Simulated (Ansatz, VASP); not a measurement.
**Sr2BN in VASP and in Ansatz**

```xyz
4
Lattice="3.8862 0.0000 0.0000 -1.9431 3.3655 0.0000 0.0000 0.0000 6.6905" Properties=species:S:1:pos:R:3 pbc="T T T"
Sr    0.0000    2.2437    5.3101
Sr    1.9431    1.1218    1.3803
B     0.0000    0.0000    3.3452
N     0.0000    0.0000    0.0000
```

Alike in both runs: functional PBE; k mesh 6 × 6 × 4; occupations gaussian, width 0.1 eV; no spin polarisation.

Ansatz relaxed the structure, and its values are those at the end. VASP's run is a single point on that final structure, the one shown.

|  | VASP | Ansatz |
| --- | --- | --- |
| version | VASP 6.6.1 | Ansatz 0.2.0 |
| potentials or method | VASP PAW PBE potentials, release 64 (Sr_sv, B, N), cutoff 520 eV | scalar-relativistic, plane waves, PAW |
| valence electrons in the cell | 28 | 28 |

Ansatz gave:

```
gap on the k mesh at the Fermi level (eV) : none
pressure (GPa)                            : 0.0
rms of the force components (eV/Å)        : 0.012
```

Q: Which values does VASP return?

A: gap on the k mesh at the Fermi level (eV): none; pressure (GPa): 0.2; rms of the force components (eV/Å): 0.001.

A gap of «none» marks a metal or a gap that the smearing closes.
